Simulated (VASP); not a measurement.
# TiO2 (P4_2/mnm) in VASP: further runs

TiO2 is run at these levels: PBE+U; tasks: relaxation of cell and atoms.

Program: VASP 6.6.1. These are calculated values, not measurements. Logs are shortened: lines on timing, memory, paths and dates and some standing lists are left out, and cuts for length are marked.

## 1. The cell of the first run

It takes space group P4_2/mnm (No. 136, tetragonal). Conventional cell: a = 4.640 Å, b = 4.640 Å, c = 3.007 Å, α = 90.00°, β = 90.00°, γ = 90.00°. Ti (site symmetry mmm) has 6 O at 1.97 to 2.01 Å within 2.6 Å. O (site symmetry m2m) has 3 Ti at 1.97 to 2.01 Å and 1 O at 2.55 Å within 2.6 Å.

## 2. Relaxation of cell and atoms, PBE+U

File INCAR:

```
  ALGO = Normal
  EDIFF = 1E-7
  EDIFFG = -0.005
  ENCUT = 600
  GGA = PE
  GGA_COMPAT = F
  IBRION = 2
  ISIF = 3
  ISMEAR = 0
  LASPH = T
  LCHARG = F
  LDAU = T
  LDAUJ = 0 0
  LDAUL = 2 -1
  LDAUPRINT = 1
  LDAUTYPE = 2
  LDAUU = 4 0
  LMAXMIX = 4
  LREAL = F
  LWAVE = F
  NELM = 200
  NELMIN = 4
  NSW = 100
  PREC = Accurate
  SIGMA = 0.02
```

File KPOINTS:

```
k-points
0
Gamma
  6 6 10
```

File POSCAR:

```
TiO2
1.0
    4.6399446897      0.0000000000      0.0000000000
    0.0000000000      4.6399446897      0.0000000000
    0.0000000000      0.0000000000      3.0067234955
Ti O
2 4
Direct
    0.0000000000      0.0000000000      0.0000000000
    0.5000000000      0.5000000000      0.5000000000
    0.3056748299      0.3056748299      0.0000000000
    0.1943251701      0.8056748299      0.5000000000
    0.6943251701      0.6943251701      0.0000000000
    0.8056748299      0.1943251701      0.5000000000
```

Potentials or basis: VASP PAW PBE potentials, release 64 (Ti_sv, O).

Run with:

```
$ cat potpaw_PBE.64/Ti_sv/POTCAR potpaw_PBE.64/O/POTCAR > POTCAR
$ mpirun -np 1 vasp_std > vasp.out
```

OUTCAR:

```text
EDIFF = 1E-7
   EDIFFG = -0.005
   ENCUT = 600
   GGA = PE
   IBRION = 2
   ISIF = 3
   ISMEAR = 0
   LASPH = T
   LREAL = F
   NELM = 200
   NELMIN = 4
   NSW = 100
   PREC = Accurate

 ion  position               nearest neighbor table
   1  0.000  0.000  0.000-   4 1.97   6 1.97   4 1.97   6 1.97   5 2.01   3 2.01
   2  0.500  0.500  0.500-   3 1.97   5 1.97   3 1.97   5 1.97   4 2.01   6 2.01
   3  0.306  0.306  0.000-   2 1.97   2 1.97   1 2.01
   4  0.194  0.806  0.500-   1 1.97   1 1.97   2 2.01
   5  0.694  0.694  0.000-   2 1.97   2 1.97   1 2.01
   6  0.806  0.194  0.500-   1 1.97   1 1.97   2 2.01

  LATTYP: Found a simple tetragonal cell.
 ALAT       =     4.6399446897
 C/A-ratio  =     0.6480084778

  Lattice vectors:

 A1 = (   4.6399446897,   0.0000000000,   0.0000000000)
 A2 = (   0.0000000000,   4.6399446897,   0.0000000000)
 A3 = (   0.0000000000,   0.0000000000,   3.0067234955)

Analysis of symmetry for initial positions (statically):
=====================================================================
 Subroutine PRICEL returns:
 Original cell was already a primitive cell.

 Routine SETGRP: Setting up the symmetry group for a
 simple tetragonal supercell.

 Subroutine GETGRP returns: Found 16 space group operations
 (whereof  8 operations were pure point group operations)
 out of a pool of 16 trial point group operations.

The static configuration has the point symmetry D_2h.
 The point group associated with its full space group is D_4h.

Analysis of symmetry for dynamics (positions and initial velocities):
=====================================================================
 Subroutine PRICEL returns:
 Original cell was already a primitive cell.

 Routine SETGRP: Setting up the symmetry group for a
 simple tetragonal supercell.

 Subroutine GETGRP returns: Found 16 space group operations
 (whereof  8 operations were pure point group operations)
 out of a pool of 16 trial point group operations.

The dynamic configuration has the point symmetry D_2h.
 The point group associated with its full space group is D_4h.

 Subroutine INISYM returns: Found 16 space group operations
 (whereof  8 operations are pure point group operations),
 and found     1 'primitive' translations

----------------------------------------------------------------------------------------

                                     Primitive cell

  volume of cell :      64.7320

  direct lattice vectors                    reciprocal lattice vectors
     4.639944690  0.000000000  0.000000000     0.215519810  0.000000000  0.000000000
     0.000000000  4.639944690  0.000000000     0.000000000  0.215519810  0.000000000
     0.000000000  0.000000000  3.006723496     0.000000000  0.000000000  0.332587949

  length of vectors
     4.639944690  4.639944690  3.006723496     0.215519810  0.215519810  0.332587949

  position of ions in fractional coordinates (direct lattice)
     0.000000000  0.000000000  0.000000000
     0.500000000  0.500000000  0.500000000
     0.305674830  0.305674830  0.000000000
     0.194325170  0.805674830  0.500000000
     0.694325170  0.694325170  0.000000000
     0.805674830  0.194325170  0.500000000

  ion indices of the primitive-cell ions
   primitive index   ion index
                 1           1
                 2           2
                 3           3
                 4           4
                 5           5
                 6           6

----------------------------------------------------------------------------------------

[... 116 lines left out ...]

 Free energy of the ion-electron system (eV)
  ---------------------------------------------------
  ext. energy  EPLUGINS =         0.00000000
  ---------------------------------------------------
  free energy    TOTEN  =       -48.45587654 eV

  energy without entropy =      -48.45587654  energy(sigma->0) =      -48.45587654

------------------------ aborting loop because EDIFF is reached ----------------------------------------

  FORCE on cell =-STRESS in cart. coord.  units (eV):
  Direction    XX          YY          ZZ          XY          YZ          ZX
  --------------------------------------------------------------------------------------
  -------------------------------------------------------------------------------------
  Total        1.4399695      1.4399695      1.6899746     -0.0000000      0.0000000      0.0000000
  in kB       35.6405817     35.6405817     41.8284390     -0.0000000      0.0000000      0.0000000
  external PRESSURE =      37.7032008 kB  Pullay stress =       0.0000000 kB
[... 181 lines left out ...]
  FREE ENERGIE OF THE ION-ELECTRON SYSTEM (eV)
  ---------------------------------------------------
  free  energy   TOTEN  =       -48.4690159075 eV

  energy  without entropy=      -48.4690159075  energy(sigma->0) =      -48.46901591

atom =   1  type =  1  l = 2

 onsite density matrix

spin component  1

  0.1878  0.0000 -0.0742  0.0000 -0.0000
  0.0000  0.1796  0.0000 -0.0839  0.0000
 -0.0742  0.0000  0.1246  0.0000 -0.0000
  0.0000 -0.0839  0.0000  0.1796  0.0000
 -0.0000  0.0000 -0.0000  0.0000  0.0980

spin component  2

  0.1878  0.0000 -0.0742  0.0000 -0.0000
  0.0000  0.1796  0.0000 -0.0839  0.0000
 -0.0742  0.0000  0.1246  0.0000 -0.0000
  0.0000 -0.0839  0.0000  0.1796  0.0000
 -0.0000  0.0000 -0.0000  0.0000  0.0980

 occupancies and eigenvectors

  o =  0.0756  v = -0.5514 -0.0000 -0.8342 -0.0000 -0.0000  0.0000  0.0000  0.0000  0.0000  0.0000      0.0000  0.0000  0.0000  0.0000  0.0000  0.0000  0.0000  0.0000  0.0000  0.0000
  o =  0.0756  v =  0.0000  0.0000  0.0000  0.0000  0.0000 -0.5514 -0.0000 -0.8342 -0.0000 -0.0000      0.0000  0.0000  0.0000  0.0000  0.0000  0.0000  0.0000  0.0000  0.0000  0.0000
  o =  0.0957  v = -0.0000  0.7071 -0.0000  0.7071  0.0000  0.0000  0.0000  0.0000  0.0000  0.0000      0.0000  0.0000  0.0000  0.0000  0.0000  0.0000  0.0000  0.0000  0.0000  0.0000
  o =  0.0957  v =  0.0000  0.0000  0.0000  0.0000  0.0000 -0.0000  0.7071 -0.0000  0.7071  0.0000      0.0000  0.0000  0.0000  0.0000  0.0000  0.0000  0.0000  0.0000  0.0000  0.0000
  o =  0.0980  v =  0.0000  0.0000  0.0000  0.0000  0.0000 -0.0000 -0.0000 -0.0000 -0.0000  1.0000      0.0000  0.0000  0.0000  0.0000  0.0000  0.0000  0.0000  0.0000  0.0000  0.0000
  o =  0.0980  v = -0.0000 -0.0000 -0.0000 -0.0000  1.0000  0.0000  0.0000  0.0000  0.0000  0.0000      0.0000  0.0000  0.0000  0.0000  0.0000  0.0000  0.0000  0.0000  0.0000  0.0000
  o =  0.2368  v = -0.8342 -0.0000  0.5514 -0.0000 -0.0000  0.0000  0.0000  0.0000  0.0000  0.0000      0.0000  0.0000  0.0000  0.0000  0.0000  0.0000  0.0000  0.0000  0.0000  0.0000
  o =  0.2368  v =  0.0000  0.0000  0.0000  0.0000  0.0000 -0.8342 -0.0000  0.5514 -0.0000 -0.0000      0.0000  0.0000  0.0000  0.0000  0.0000  0.0000  0.0000  0.0000  0.0000  0.0000
  o =  0.2634  v =  0.0000 -0.7071 -0.0000  0.7071  0.0000  0.0000  0.0000  0.0000  0.0000  0.0000      0.0000  0.0000  0.0000  0.0000  0.0000  0.0000  0.0000  0.0000  0.0000  0.0000
  o =  0.2634  v =  0.0000  0.0000  0.0000  0.0000  0.0000  0.0000 -0.7071 -0.0000  0.7071  0.0000      0.0000  0.0000  0.0000  0.0000  0.0000  0.0000  0.0000  0.0000  0.0000  0.0000

atom =   2  type =  1  l = 2

 onsite density matrix

spin component  1

  0.1878  0.0000  0.0742  0.0000 -0.0000
  0.0000  0.1796  0.0000  0.0839  0.0000
  0.0742  0.0000  0.1246  0.0000 -0.0000
  0.0000  0.0839  0.0000  0.1796  0.0000
 -0.0000  0.0000 -0.0000  0.0000  0.0980

spin component  2

  0.1878  0.0000  0.0742  0.0000 -0.0000
  0.0000  0.1796  0.0000  0.0839  0.0000
  0.0742  0.0000  0.1246  0.0000 -0.0000
  0.0000  0.0839  0.0000  0.1796  0.0000
 -0.0000  0.0000 -0.0000  0.0000  0.0980

 occupancies and eigenvectors

  o =  0.0756  v =  0.5514 -0.0000 -0.8342  0.0000 -0.0000  0.0000  0.0000  0.0000  0.0000  0.0000      0.0000  0.0000  0.0000  0.0000  0.0000  0.0000  0.0000  0.0000  0.0000  0.0000
  o =  0.0756  v =  0.0000  0.0000  0.0000  0.0000  0.0000  0.5514 -0.0000 -0.8342  0.0000 -0.0000      0.0000  0.0000  0.0000  0.0000  0.0000  0.0000  0.0000  0.0000  0.0000  0.0000
  o =  0.0957  v = -0.0000 -0.7071  0.0000  0.7071 -0.0000  0.0000  0.0000  0.0000  0.0000  0.0000      0.0000  0.0000  0.0000  0.0000  0.0000  0.0000  0.0000  0.0000  0.0000  0.0000
  o =  0.0957  v =  0.0000  0.0000  0.0000  0.0000  0.0000 -0.0000 -0.7071  0.0000  0.7071 -0.0000      0.0000  0.0000  0.0000  0.0000  0.0000  0.0000  0.0000  0.0000  0.0000  0.0000
  o =  0.0980  v =  0.0000  0.0000  0.0000  0.0000  0.0000 -0.0000  0.0000  0.0000 -0.0000 -1.0000      0.0000  0.0000  0.0000  0.0000  0.0000  0.0000  0.0000  0.0000  0.0000  0.0000
  o =  0.0980  v = -0.0000  0.0000  0.0000 -0.0000 -1.0000  0.0000  0.0000  0.0000  0.0000  0.0000      0.0000  0.0000  0.0000  0.0000  0.0000  0.0000  0.0000  0.0000  0.0000  0.0000
  o =  0.2368  v =  0.8342 -0.0000  0.5514 -0.0000 -0.0000  0.0000  0.0000  0.0000  0.0000  0.0000      0.0000  0.0000  0.0000  0.0000  0.0000  0.0000  0.0000  0.0000  0.0000  0.0000
  o =  0.2368  v =  0.0000  0.0000  0.0000  0.0000  0.0000  0.8342 -0.0000  0.5514 -0.0000 -0.0000      0.0000  0.0000  0.0000  0.0000  0.0000  0.0000  0.0000  0.0000  0.0000  0.0000
  o =  0.2634  v = -0.0000 -0.7071 -0.0000 -0.7071  0.0000  0.0000  0.0000  0.0000  0.0000  0.0000      0.0000  0.0000  0.0000  0.0000  0.0000  0.0000  0.0000  0.0000  0.0000  0.0000
  o =  0.2634  v =  0.0000  0.0000  0.0000  0.0000  0.0000 -0.0000 -0.7071 -0.0000 -0.7071  0.0000      0.0000  0.0000  0.0000  0.0000  0.0000  0.0000  0.0000  0.0000  0.0000  0.0000

--------------------------------------- Ionic step        6  -------------------------------------------

 number of electron      47.9999995 magnetization

 Free energy of the ion-electron system (eV)
  ---------------------------------------------------
  ext. energy  EPLUGINS =         0.00000000
  ---------------------------------------------------
  free energy    TOTEN  =       -48.46903671 eV

  energy without entropy =      -48.46903671  energy(sigma->0) =      -48.46903671

 E-fermi :   4.8583     XC(G=0): -11.1524

 val. band max:        4.6414615102   @ k =   0.0000   0.0000   0.0000
 cond. band min:       6.8870025599   @ k =   0.5000   0.5000   0.0000
 fundamental gap:      2.2455410496
 Fermi energy:         4.8582835511

 k-point     1 :       0.0000    0.0000    0.0000
  band No.  band energies     occupation
      1     -53.5477      2.00000
      2     -53.5357      2.00000
      3     -29.7554      2.00000
      4     -29.7554      2.00000
      5     -29.6354      2.00000
      6     -29.6354      2.00000
[... 733 lines left out ...]
     27       7.9987      0.00000
     28       7.9987      0.00000

 [... further k-points ...]
[... 5 lines left out ...]
  --------------------------------------------------------------------------------------
  -------------------------------------------------------------------------------------
  Total        0.0236858      0.0236858      0.0274424      0.0000000      0.0000000      0.0000000
  in kB        0.5770313      0.5770313      0.6685477      0.0000000      0.0000000      0.0000000
  external PRESSURE =       0.6075368 kB  Pullay stress =       0.0000000 kB
[... 21 lines left out ...]
  FREE ENERGIE OF THE ION-ELECTRON SYSTEM (eV)
  ---------------------------------------------------
  free  energy   TOTEN  =       -48.4690367140 eV

  energy  without entropy=      -48.4690367140  energy(sigma->0) =      -48.46903671

 reached required accuracy - stopping structural energy minimisation
```

Wall time 13 min (1 thread of Intel Xeon 8259CL, shared host); peak memory 0.27 GiB.

Results:

```yaml
Free_energy: -48.4690 eV
Relaxed_volume: 10.96 Å³/atom
Relaxed_cell: a = 4.667 Å, b = 4.667 Å, c = 3.019 Å, α = 90.00°, β = 90.00°, γ = 90.00°
Space_group_after_relaxing_to_0.05_Å: P4_2/mnm (No. 136)
Energy_gained_by_relaxing: 2.2 meV/atom
Ionic_steps: 6
Pressure_after_relaxing: 0.1 GPa
Band_gap_on_the_k_mesh: 2.25 eV, indirect (least direct gap 2.25 eV)
```

The path:
```csv
step,energy change (eV),largest force (eV/Å),pressure (GPa),volume (Å³)
1,0.0000,0.1496,3.77,64.73
2,0.0087,0.1536,-4.56,67.14
3,-0.0129,0.0098,-0.01,65.77
4,-0.0129,0.0124,0.06,65.74
5,-0.0131,0.0037,0.06,65.76
6,-0.0132,0.0002,0.06,65.77
```

Final structure:
```
Ti O
1.0
     4.66714    0.00000    0.00000
     0.00000    4.66714    0.00000
     0.00000    0.00000    3.01924
Ti O
2 4
Direct
  0.00000 0.00000 0.00000
  0.50000 0.50000 0.50000
  0.30510 0.30510 0.00000
  0.19490 0.80510 0.50000
  0.69490 0.69490 0.00000
  0.80510 0.19490 0.50000
```

Eigenvalues of the final occupation matrices:
```csv
site,spin,trace,eigenvalues
site 1 d,1,0.77,0.08 0.10 0.10 0.24 0.26
site 1 d,2,0.77,0.08 0.10 0.10 0.24 0.26
site 2 d,1,0.77,0.08 0.10 0.10 0.24 0.26
site 2 d,2,0.77,0.08 0.10 0.10 0.24 0.26
```

A k mesh can miss the band edges. PBE usually gives volumes a little too large and moduli too small.

## 3. Relaxation of cell and atoms, PBE+U

File INCAR:

```
SYSTEM = TiO2
  PREC = Accurate
  ENCUT = 600
  EDIFF = 1E-7
  ISMEAR = 0
  SIGMA = 0.02
  LREAL = .FALSE.
  LASPH = .TRUE.
  NELM = 150
  ALGO = Normal
  ISIF = 3
  LWAVE = .FALSE.
  LCHARG = .FALSE.
  LMAXMIX = 4
  LDAU = .TRUE.
  LDAUTYPE = 2
  LDAUL = 2 -1
  LDAUU = 4 0
  LDAUJ = 0 0
  LDAUPRINT = 1
  GGA = PE
  IBRION = 2
  NSW = 100
  EDIFFG = -0.01
```

File KPOINTS:

```
Automatic mesh
0
G
  6 6 10
  0 0 0
```

File POSCAR:

```
TiO2
1.0
    4.6399446936      0.0000000000      0.0000000000
    0.0000000000      4.6399446936      0.0000000000
    0.0000000000      0.0000000000      3.0067234922
Ti O
2 4
Direct
    0.0000000000      0.0000000000      0.0000000000
    0.5000000000      0.5000000000      0.5000000000
    0.3056748301      0.3056748301      0.0000000000
    0.1943251699      0.8056748301      0.5000000000
    0.6943251699      0.6943251699      0.0000000000
    0.8056748301      0.1943251699      0.5000000000
```

Potentials or basis: VASP PAW PBE potentials, release 64 (Ti_sv, O).

Run with:

```
$ cat potpaw_PBE.64/Ti_sv/POTCAR potpaw_PBE.64/O/POTCAR > POTCAR
$ mpirun -np 1 vasp_std > vasp.out
```

Wall time 13 min (1 thread of Intel Xeon 8259CL, shared host); peak memory 0.27 GiB.

It converged, with:

| Item | Value |
| --- | --- |
| Free energy | -48.4690 eV |
| Relaxed volume | 10.96 Å³/atom |
| Relaxed cell | a = 4.666 Å, b = 4.666 Å, c = 3.021 Å, α = 90.00°, β = 90.00°, γ = 90.00° |
| Space group after relaxing (to 0.05 Å) | P4_2/mnm (No. 136) |
| Energy gained by relaxing | 2.2 meV/atom |
| Ionic steps | 5 |
| Pressure after relaxing | 0.1 GPa |
| Largest force after relaxing | 0.004 eV/Å |
| Band gap on the k mesh | 2.25 eV, indirect (least direct gap 2.25 eV) |

Forces on the atoms (eV/Å):
```
Ti   0.000  0.000  0.000
Ti   0.000  0.000  0.000
O   -0.003 -0.003  0.000
O    0.003 -0.003  0.000
O    0.003  0.003  0.000
O   -0.003  0.003  0.000
```

Stress tensor (GPa, compression positive):
```
 0.12  0.00  0.00
 0.00  0.12  0.00
 0.00  0.00 -0.05
```

The path:
```
step  energy change (eV)  largest force (eV/Å)  pressure (GPa)  volume (Å³)
   1              0.0000                0.1496            3.77        64.73
   2              0.0087                0.1536           -4.56        67.14
   3             -0.0129                0.0098           -0.01        65.77
   4             -0.0129                0.0124            0.06        65.74
   5             -0.0131                0.0037            0.06        65.76
```

Final structure:
```yaml
crystal:
  lattice:
    - [4.66586, 0.00000, 0.00000]
    - [0.00000, 4.66586, 0.00000]
    - [0.00000, 0.00000, 3.02063]
  atoms:
    - { symbol: Ti, position: [0.00000, 0.00000, 0.00000] }
    - { symbol: Ti, position: [0.50000, 0.50000, 0.50000] }
    - { symbol: O, position: [0.30513, 0.30513, 0.00000] }
    - { symbol: O, position: [0.19487, 0.80513, 0.50000] }
    - { symbol: O, position: [0.69487, 0.69487, 0.00000] }
    - { symbol: O, position: [0.80513, 0.19487, 0.50000] }
```

Levels at points of the mesh, in eV from the valence-band top:
```csv
k point,band 22,band 23,band 24,band 25,band 26,band 27
"(0.00, 0.00, 0.00)",-0.51,-0.51,0.00,2.25,2.46,2.75
"(0.50, 0.00, 0.00)",-1.69,-0.74,-0.74,2.82,2.82,3.29
"(0.50, 0.50, 0.00)",-1.44,-1.15,-1.15,2.25,2.25,2.83
"(0.00, 0.00, 0.50)",-2.18,-1.44,-1.44,3.22,3.22,3.45
"(0.50, 0.00, 0.50)",-1.91,-1.03,-1.03,2.29,2.29,3.50
"(0.50, 0.50, 0.50)",-1.17,-0.73,-0.73,2.89,2.89,3.44
```

Eigenvalues of the final occupation matrices:
| site | spin | trace | eigenvalues |
| --- | --- | --- | --- |
| site 1 d | 1 | 0.77 | 0.08 0.10 0.10 0.24 0.26 |
| site 1 d | 2 | 0.77 | 0.08 0.10 0.10 0.24 0.26 |
| site 2 d | 1 | 0.77 | 0.08 0.10 0.10 0.24 0.26 |
| site 2 d | 2 | 0.77 | 0.08 0.10 0.10 0.24 0.26 |

A k mesh can miss the band edges. PBE usually gives volumes a little too large and moduli too small.
